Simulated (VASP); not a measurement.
# Sc4BP3 (P2/m) in VASP: single point with PBE

Aim: the single point of Sc4BP3 with PBE.

Everything below comes from runs of VASP 6.6.1. Logs are shortened: lines on timing, memory, paths and dates and some standing lists are left out, and cuts for length are marked.

### Step 1. The cell of the first run

Symmetry: P2/m, No. 10, monoclinic system. Conventional cell: a = 5.277 Å, b = 3.884 Å, c = 6.758 Å, α = 90.00°, β = 90.19°, γ = 90.00°. Sc (site symmetry m) has 1 B at 2.52 Å and 5 P at 2.57 to 2.66 Å and 12 Sc at 3.36 to 4.04 Å within 4.1 Å. Sc (site symmetry m) has 2 B at 2.52 Å and 4 P at 2.62 to 2.73 Å and 6 Sc at 3.22 to 3.57 Å within 3.6 Å. B (site symmetry 2/m) has 6 Sc at 2.52 Å and 2 P at 2.64 Å within 3.3 Å. P (site symmetry 2/m) has 6 Sc at 2.57 to 2.62 Å and 2 B at 2.64 Å within 3.4 Å. P (site symmetry 2/m) has 6 Sc at 2.62 to 2.63 Å and 2 P at 2.64 Å within 3.5 Å. Within 3.5 Å of P (site symmetry 2/m) lie 2 P at 2.64 Å and 6 Sc at 2.66 to 2.73 Å.

The cell was generated, and may not be a known phase.

### Step 2. Single point, PBE, collinear spin

INCAR

```
PREC     = Accurate       # precision mode
ENCUT    = 520            # plane-wave cutoff, eV
EDIFF    = 1E-6           # SCF threshold, eV
ISMEAR   = 0              # smearing method
SIGMA    = 0.1            # smearing width, eV
LREAL    = F              # projectors in reciprocal space
LASPH    = T              # aspherical terms in the spheres
NELM     = 150            # most SCF steps
ALGO     = Normal         # electronic algorithm
ISIF     = 2              # what is computed and relaxed
LWAVE    = F              # write WAVECAR
LCHARG   = F              # write CHGCAR
ISPIN    = 2              # spin polarisation
MAGMOM   = 1 1 1 1 0 0 0 0 # initial moments
LORBIT   = 11             # projections on sites
LMAXMIX  = 4              # l up to which the mixer works
GGA      = PE             # functional
NBANDS   = 45             # bands
```

KPOINTS

```
regular mesh
0
Gamma
  4 4 4
```

POSCAR

```
Sc4BP3
1.0
    5.2765008597      0.0000000000      0.0000000000
    0.0000000000      3.8842615270      0.0000000000
   -0.0221673709      0.0000000000      6.7582093592
Sc B P
4 1 3
Direct
    0.2573702335      0.0000000000      0.6784229037
    0.7426297665      0.0000000000      0.3215770963
    0.7308849702      0.5000000000      0.8451283906
    0.2691150298      0.5000000000      0.1548716094
    0.5000000000      0.0000000000      0.0000000000
    0.0000000000      0.0000000000      0.0000000000
    0.5000000000      0.5000000000      0.5000000000
    0.0000000000      0.5000000000      0.5000000000
```

Potentials or basis: VASP PAW PBE potentials, release 64 (Sc_sv, B, P).

Started as:

```sh
cat potpaw_PBE.64/Sc_sv/POTCAR potpaw_PBE.64/B/POTCAR potpaw_PBE.64/P/POTCAR > POTCAR
mpirun -np 1 vasp_std > vasp.out
```

OUTCAR:

```text
PREC = Accurate
   ENCUT = 520
   EDIFF = 1E-6
   ISMEAR = 0
   LREAL = F
   LASPH = T
   NELM = 150
   ISIF = 2
   ISPIN = 2
   LORBIT = 11
   GGA = PE

 ion  position               nearest neighbor table
   1  0.257  0.000  0.678-   5 2.52   6 2.57   7 2.62   7 2.62   8 2.66   8 2.66   3 3.36   3 3.36

   2  0.743  0.000  0.322-   5 2.52   6 2.57   7 2.62   7 2.62   8 2.66   8 2.66   4 3.36   4 3.36

   3  0.731  0.500  0.845-   5 2.52   5 2.52   6 2.62   6 2.62   7 2.63   8 2.73   4 3.22   1 3.36
                             1 3.36
   4  0.269  0.500  0.155-   5 2.52   5 2.52   6 2.62   6 2.62   7 2.63   8 2.73   3 3.22   2 3.36
                             2 3.36
   5  0.500  0.000  0.000-   1 2.52   2 2.52   3 2.52   4 2.52   3 2.52   4 2.52
   6  0.000  0.000  0.000-   1 2.57   2 2.57   3 2.62   4 2.62   3 2.62   4 2.62
   7  0.500  0.500  0.500-   1 2.62   2 2.62   1 2.62   2 2.62   3 2.63   4 2.63   8 2.64   8 2.64

   8  0.000  0.500  0.500-   7 2.64   7 2.64   1 2.66   1 2.66   2 2.66   2 2.66   3 2.73   4 2.73

  LATTYP: Found a simple monoclinic cell.
 ALAT       =     5.2765008597
 B/A-ratio  =     0.7361434462
 C/A-ratio  =     1.2808195988
 COS(beta)  =    -0.0032800481

  Lattice vectors:

 A1 = (   5.2765008597,   0.0000000000,   0.0000000000)
 A2 = (   0.0000000000,   3.8842615270,   0.0000000000)
 A3 = (  -0.0221673709,   0.0000000000,   6.7582093592)

Analysis of symmetry for initial positions (statically):
=====================================================================
 Subroutine PRICEL returns:
 Original cell was already a primitive cell.

 Routine SETGRP: Setting up the symmetry group for a
 simple monoclinic supercell.

 Subroutine GETGRP returns: Found  4 space group operations
 (whereof  4 operations were pure point group operations)
 out of a pool of  4 trial point group operations.

The static configuration has the point symmetry C_2h.

Analysis of symmetry for dynamics (positions and initial velocities):
=====================================================================
 Subroutine PRICEL returns:
 Original cell was already a primitive cell.

 Routine SETGRP: Setting up the symmetry group for a
 simple monoclinic supercell.

 Subroutine GETGRP returns: Found  4 space group operations
 (whereof  4 operations were pure point group operations)
 out of a pool of  4 trial point group operations.

The dynamic configuration has the point symmetry C_2h.

Analysis of structural, dynamic, and magnetic symmetry:
=====================================================================
 Subroutine PRICEL returns:
 Original cell was already a primitive cell.

 Routine SETGRP: Setting up the symmetry group for a
 simple monoclinic supercell.

 Subroutine GETGRP returns: Found  4 space group operations
 (whereof  4 operations were pure point group operations)
 out of a pool of  4 trial point group operations.

The overall configuration has the point symmetry C_2h.

 Subroutine INISYM returns: Found  4 space group operations
 (whereof  4 operations are pure point group operations),
 and found     1 'primitive' translations

----------------------------------------------------------------------------------------

                                     Primitive cell

  volume of cell :     138.5116

  direct lattice vectors                    reciprocal lattice vectors
     5.276500860  0.000000000  0.000000000     0.189519537  0.000000000  0.000621637
     0.000000000  3.884261527  0.000000000     0.000000000  0.257449194  0.000000000
    -0.022167371  0.000000000  6.758209359     0.000000000  0.000000000  0.147968189

  length of vectors
     5.276500860  3.884261527  6.758245714     0.189520557  0.257449194  0.147968189

  position of ions in fractional coordinates (direct lattice)
     0.257370233  0.000000000  0.678422904
     0.742629767  0.000000000  0.321577096
     0.730884970  0.500000000  0.845128391
     0.269115030  0.500000000  0.154871609
     0.500000000  0.000000000  0.000000000
     0.000000000  0.000000000  0.000000000
     0.500000000  0.500000000  0.500000000
     0.000000000  0.500000000  0.500000000

  ion indices of the primitive-cell ions
   primitive index   ion index
                 1           1
                 2           2
                 3           3
                 4           4
                 5           5
                 6           6
                 7           7
                 8           8

----------------------------------------------------------------------------------------

 KPOINTS: regular mesh

Automatic generation of k-mesh.
 Grid dimensions read from file:
 generate k-points for:    4    4    4

 Generating k-lattice:

  Cartesian coordinates                     Fractional coordinates (reciprocal lattice)
     0.047379884  0.000000000  0.000155409     0.250000000  0.000000000  0.000000000
     0.000000000  0.064362299  0.000000000     0.000000000  0.250000000  0.000000000
     0.000000000  0.000000000  0.036992047     0.000000000  0.000000000  0.250000000

  Length of vectors
     0.047380139  0.064362299  0.036992047

  Shift w.r.t. Gamma in fractional coordinates (k-lattice)
     0.000000000  0.000000000  0.000000000

 Subroutine IBZKPT returns following result:
 ===========================================

 Found     30 irreducible k-points:

 Following reciprocal coordinates:
            Coordinates               Weight
  0.000000  0.000000  0.000000      1.000000
  0.250000  0.000000 -0.000000      2.000000
  0.500000  0.000000 -0.000000      1.000000
  0.000000  0.250000  0.000000      2.000000
  0.250000  0.250000 -0.000000      4.000000
  0.500000  0.250000 -0.000000      2.000000
[... 16 lines left out ...]
  0.250000  0.000000  0.500000      2.000000
  0.500000  0.000000  0.500000      1.000000
 [... further k-points ...]
   k-points           NKPTS =     30   k-points in BZ     NKDIM =     30   number of bands    NBANDS=     45
   number of dos      NEDOS =    301   number of ions     NIONS =      8
   total plane-waves  NPLWV =  60000
   dimension x,y,z NGX =    40 NGY =   30 NGZ =   50
   dimension x,y,z NGXF=    80 NGYF=   60 NGZF=  100
   ions per type =               4   1   3
   NGX,Y,Z   is equivalent  to a cutoff of  12.60, 12.84, 12.30 a.u.
   NGXF,Y,Z  is equivalent  to a cutoff of  25.21, 25.68, 24.60 a.u.
 SYSTEM =  unknown system
   PREC   = accura    normal or accurate (medium, high low for compatibility)
   ISTART =      0    job   : 0-new  1-cont  2-samecut
   ICHARG =      2    charge: 1-file 2-atom 10-const
   ISPIN  =      2    spin polarized calculation?
   LNONCOLLINEAR =      F non collinear calculations
   LSORBIT =      F    spin-orbit coupling
   LASPH  =      T    aspherical Exc in radial PAW
   ENCUT  =  520.0 eV  38.22 Ry    6.18 a.u.   9.81  7.22 12.57*2*pi/ulx,y,z
   NELM   =    150;   NELMIN=  2; NELMDL= -5     # of ELM steps
   EDIFF  = 0.1E-05   stopping-criterion for ELM
   LREAL  =      F    real-space projection
   EDIFFG = 0.1E-04   stopping-criterion for IOM
   NSW    =      0    number of steps for IOM
   IBRION =     -1    ionic relax: 0-MD 1-quasi-New 2-CG
   NFREE  =      0    steps in history (QN), initial steepest desc. (CG)
   ISIF   =      2    stress and relaxation
   ISYM   =      2    0-nonsym 1-usesym 2-fastsym
   POTIM  = 0.5000    time-step for ionic-motion
   TEBEG  =    0.0;   TEEND  =   0.0 temperature during run
   PSTRESS=    0.0 pullay stress
   NELECT =      62.0000    total number of electrons
   NUPDOWN=      -1.0000    fix difference up-down
   EMIN   =  10.00;   EMAX   =-10.00  energy-range for DOS
   EFERMI =   0.00;   METHOD = LEGACY
   ISMEAR =     0;   SIGMA  =   0.10  broadening in eV -4-tet -1-fermi 0-gaus
   EFERMI_NEDOS =   21; number of points for ismear=-14 and -15
   IALGO  =     38    algorithm
   IMIX   =      4    mixing-type and parameters
     AMIX     =   0.40;   BMIX     =  1.00
     AMIX_MAG =   1.60;   BMIX_MAG =  1.00
  volume/ion in A,a.u.               =      17.31       116.84
  Fermi-wavevector in a.u.,A,eV,Ry     =   1.252305  2.366513 21.337570  1.568267
  Thomas-Fermi vector in A             =   2.386211
   LORBIT       =     11    0 simple, 1 ext, 2 COOP (PROOUT), +10 PAW based schemes
   GGA     = PE    functional components
   LHFCALC =     F    Hartree Fock is set to
   AEXX    =    0.0000 exact exchange contribution
   IVDW    =     0    specifies the selected vdW correction
   LEPSILON=     F    determine dielectric tensor
   LRPA    =     F    only Hartree local field effects (RPA)
 spin polarized calculation
 Gauss-broadening in eV      SIGMA  =   0.10
  energy-cutoff  :      520.00
  volume of cell :      138.51
 maximum number of plane-waves:      3748
   NGX = 19   NGY = 15   NGZ = 25

 number of electron      61.9999990 magnetization      -0.0243007

 number of electron      61.9999990 magnetization       0.0025527

 Free energy of the ion-electron system (eV)
  ---------------------------------------------------
  ext. energy  EPLUGINS =         0.00000000
  ---------------------------------------------------
  free energy    TOTEN  =       -56.24866784 eV

  energy without entropy =      -56.23132316  energy(sigma->0) =      -56.23999550

 E-fermi :   5.7155     XC(G=0): -10.6563

 val. band max:        5.6903695776   @ k =   0.0000   0.5000   0.0000
 cond. band min:       5.7156972463   @ k =   0.0000   0.0000   0.0000
 fundamental gap:      0.0253276687
 Fermi energy:         5.7155135213

 spin component 1

 k-point     1 :       0.0000    0.0000    0.0000
  band No.  band energies     occupation
      1     -43.4393      1.00000
      2     -43.4312      1.00000
      3     -43.2267      1.00000
      4     -43.2111      1.00000
      5     -22.1906      1.00000
      6     -22.1614      1.00000
[... 1093 lines left out ...]
     42       9.1257      0.00000
     43       9.1302      0.00000

 [... further k-points ...]

 spin component 2

 k-point     1 :       0.0000    0.0000    0.0000
  band No.  band energies     occupation
      1     -43.4391      1.00000
      2     -43.4311      1.00000
      3     -43.2265      1.00000
      4     -43.2109      1.00000
      5     -22.1904      1.00000
      6     -22.1612      1.00000
[... 1093 lines left out ...]
     42       9.1260      0.00000
     43       9.1305      0.00000

 [... further k-points ...]

 [bands above 43 left out]

------------------------ aborting loop because EDIFF is reached ----------------------------------------

  FORCE on cell =-STRESS in cart. coord.  units (eV):
  Direction    XX          YY          ZZ          XY          YZ          ZX
  --------------------------------------------------------------------------------------
  -------------------------------------------------------------------------------------
  Total        1.7925136     -0.0189935     -0.2958984      0.0000000      0.0000000      0.0321022
  in kB       20.7341830     -0.2196996     -3.4226858      0.0000000      0.0000000      0.3713288
  external PRESSURE =       5.6972659 kB  Pullay stress =       0.0000000 kB

 VOLUME and BASIS-vectors are now :
 -----------------------------------------------------------------------------
  energy-cutoff  :      520.00
  volume of cell :      138.51
      direct lattice vectors                 reciprocal lattice vectors
     5.276500860  0.000000000  0.000000000     0.189519537  0.000000000  0.000621637
     0.000000000  3.884261527  0.000000000     0.000000000  0.257449194  0.000000000
    -0.022167371  0.000000000  6.758209359     0.000000000  0.000000000  0.147968189

 POSITION                                       TOTAL-FORCE (eV/Angst)
 -----------------------------------------------------------------------------------
      1.34298      0.00000      4.58492        -0.037359     -0.000000      0.384745
      3.91136      0.00000      2.17329         0.037359      0.000000     -0.384745
      3.83778      1.94213      5.71155         0.043410      0.000000      0.311652
      1.41655      1.94213      1.04665        -0.043410      0.000000     -0.311652
      2.63825      0.00000      0.00000         0.000000      0.000000      0.000000
      0.00000      0.00000      0.00000         0.000000      0.000000      0.000000
      2.62717      1.94213      3.37910         0.000000      0.000000      0.000000
     -0.01108      1.94213      3.37910         0.000000      0.000000      0.000000
 -----------------------------------------------------------------------------------
    total drift:                                0.000000     -0.000000      0.000000

  FREE ENERGIE OF THE ION-ELECTRON SYSTEM (eV)
  ---------------------------------------------------
  free  energy   TOTEN  =       -56.2486678356 eV

  energy  without entropy=      -56.2313231571  energy(sigma->0) =      -56.23999550

 total charge

# of ion       s       p       d       tot
------------------------------------------
    1        2.186   6.168   1.149   9.504
    2        2.186   6.168   1.149   9.504
    3        2.189   6.165   1.122   9.476
    4        2.189   6.165   1.122   9.476
    5        0.720   0.950   0.000   1.670
    6        1.035   1.536   0.000   2.571
    7        1.044   1.524   0.000   2.567
    8        1.044   1.494   0.000   2.538
--------------------------------------------------
tot         12.593  30.169   4.542  47.304

 magnetization (x)

# of ion       s       p       d       tot
------------------------------------------
    1        0.000   0.000   0.000   0.000
    2        0.000   0.000   0.000   0.000
    3        0.000   0.000   0.000   0.000
    4        0.000   0.000   0.000   0.000
    5       -0.000   0.000   0.000   0.000
    6       -0.000  -0.000   0.000  -0.000
    7       -0.000  -0.000   0.000  -0.000
    8       -0.000  -0.000   0.000  -0.000
--------------------------------------------------
tot         -0.000  -0.000   0.000   0.000
```

Wall time 14 min (1 thread of Intel Xeon 8259CL, shared host); peak memory 0.4 GiB.

What came out:

| Property | Result |
| --- | --- |
| Free energy | -56.2487 eV |
| Pressure | 0.6 GPa |
| Largest force | 0.387 eV/Å |
| Band gap on the k mesh | zero (filled and empty bands overlap) |
| Net moment | 0.00 μB per cell |
| Valence electrons inside the program's atomic spheres | Sc 9.50, 9.48 (each value once); B 1.67; P 2.57, 2.54 (each value once) |

Forces on the atoms (eV/Å):
```
Sc  -0.037  0.000  0.385
Sc   0.037  0.000 -0.385
Sc   0.043  0.000  0.312
Sc  -0.043  0.000 -0.312
B    0.000  0.000  0.000
P    0.000  0.000  0.000
P    0.000  0.000  0.000
P    0.000  0.000  0.000
```

Stress tensor (GPa, compression positive):
```
 2.07  0.00  0.04
 0.00 -0.02  0.00
 0.04  0.00 -0.34
```

Caveat: the k points lie up to 0.40 Å⁻¹ apart, too coarse for converged energies and pressures of a metal.

The gap in the log of VASP goes by the Fermi energy; the results here count the filled bands.